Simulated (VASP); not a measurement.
A run of VASP 6.6.1 is set up as follows.

Contents of POSCAR:

```
MgS
1.0
    0.0000000000      2.6016500000      2.6016500000
    2.6016500000      0.0000000000      2.6016500000
    2.6016500000      2.6016500000      0.0000000000
S Mg
1 1
Direct
    0.5000000000      0.5000000000      0.5000000000
    0.0000000000      0.0000000000      0.0000000000
```

INCAR.step1

```
SYSTEM = MgS
PREC     = Accurate       ! precision mode
ENCUT    = 520            ! plane-wave cutoff, eV
EDIFF    = 1E-5           ! SCF threshold, eV
ISMEAR   = -1             ! smearing method
SIGMA    = 0.05           ! smearing width, eV
LREAL    = .False.        ! projectors in reciprocal space
LASPH    = .True.         ! aspherical terms in the spheres
NELM     = 100            ! most SCF steps
ALGO     = Normal         ! electronic algorithm
ISIF     = 2              ! what is computed and relaxed
LWAVE    = .True.         ! write WAVECAR
LCHARG   = .False.        ! write CHGCAR
GGA      = PE             ! functional
NBANDS   = 11             ! bands
```

File INCAR.step2:

```
SYSTEM = MgS
PREC     = Accurate       ! precision mode
ENCUT    = 520            ! plane-wave cutoff, eV
EDIFF    = 1E-7           ! SCF threshold, eV
ISMEAR   = -1             ! smearing method
SIGMA    = 0.05           ! smearing width, eV
LREAL    = .False.        ! projectors in reciprocal space
LASPH    = .True.         ! aspherical terms in the spheres
NELM     = 100            ! most SCF steps
ALGO     = Normal         ! electronic algorithm
ISIF     = 2              ! what is computed and relaxed
LWAVE    = .False.        ! write WAVECAR
LCHARG   = .False.        ! write CHGCAR
GGA      = PS             ! functional
LHFCALC  = .True.         ! exact exchange
AEXX     = 0.25           ! exact-exchange fraction
PRECFOCK = Normal       
ISTART   = 1            
NBANDS   = 11             ! bands
```

The input KPOINTS:

```
Automatic mesh
0
Gamma
  5 5 5
  0 0 0
```

Potentials or basis: VASP PAW PBE potentials, release 64 (S, Mg).

Command:

```sh
$ cat potpaw_PBE.64/S/POTCAR potpaw_PBE.64/Mg/POTCAR > POTCAR
$ cp INCAR.step1 INCAR
$ mpirun -np 1 vasp_std > vasp.out
$ cp INCAR.step2 INCAR
$ mpirun -np 1 vasp_std > vasp.out
```

(1) Predict the pressure.

(2) What does it give for the band gap on the k mesh?

## Answers

(1) -2.1 GPa.

(2) 4.88 eV (least direct gap 5.44 eV).

Caveat: the PAW data sets were made with another functional, which shifts forces and pressure a little; an odd mesh through Γ misses points on the zone boundary, where band edges can lie.
